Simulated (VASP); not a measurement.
Wanted: the native input for a VASP 6.6.1 run.

* Task: single point
* Functional: r2SCAN
* Potentials or basis: VASP PAW PBE potentials, release 64 (Ir_sv_GW)
* Cutoff: 620 eV
* k mesh: 23 × 23 × 23
* Occupations: fermi-dirac, width 0.1 eV
* Spin: no spin polarisation
* Dipole correction: no
* Further INCAR settings: ALGO = Normal; EDIFF = 1e-06; NBANDS = 14

Ir:

```
CELL_PARAMETERS angstrom
0.00000 1.87014 1.87014
1.87014 0.00000 1.87014
1.87014 1.87014 0.00000
ATOMIC_POSITIONS crystal
Ir 0.00000 0.00000 0.00000
```

One way to write it, as run:

POSCAR

```
Ir
1.0
    0.0000000000      1.8701421098      1.8701421098
    1.8701421098      0.0000000000      1.8701421098
    1.8701421098      1.8701421098      0.0000000000
Ir
1
Direct
    0.0000000000      0.0000000000      0.0000000000
```

INCAR.step1

```
PREC = Accurate
ENCUT = 620
ISMEAR = -1
SIGMA = 0.1
LREAL = False
LASPH = True
NELM = 120
NBANDS = 14
GGA = PE
ALGO = Normal
EDIFF = 1E-5
LWAVE = True
LCHARG = False
GGA_COMPAT = False
```

INCAR.step2

```
PREC = Accurate
ENCUT = 620
EDIFF = 1E-6
ISMEAR = -1
SIGMA = 0.1
LREAL = False
LASPH = True
NELM = 120
ALGO = Normal
ISIF = 2
LWAVE = False
LCHARG = False
METAGGA = R2SCAN
LMIXTAU = True
NBANDS = 14
ISTART = 1
GGA_COMPAT = False
```

KPOINTS

```
Automatic mesh
0
Gamma
  23 23 23
```

Potentials or basis: VASP PAW PBE potentials, release 64 (Ir_sv_GW).

The run is started by

```console
$ cat potpaw_PBE.64/Ir_sv_GW/POTCAR > POTCAR
$ cp INCAR.step1 INCAR
$ mpirun -np 1 vasp_std > vasp.out
$ cp INCAR.step2 INCAR
$ mpirun -np 1 vasp_std > vasp.out
```

Results of the run:

```
Pressure               : 37.3 GPa
Band gap on the k mesh : zero (an odd number of electrons rules out a gap without spin polarisation)
```

Caveat: the cell stands under pressure; the PAW data sets were made with another functional, which shifts forces and pressure a little; spin-orbit coupling is left out, which moves the levels of the heavy elements.

It took 110 s on 1 thread of Intel(R) Xeon(R) 6975P-C (Granite Rapids), with other jobs on the host, peak memory 0.22 GiB.
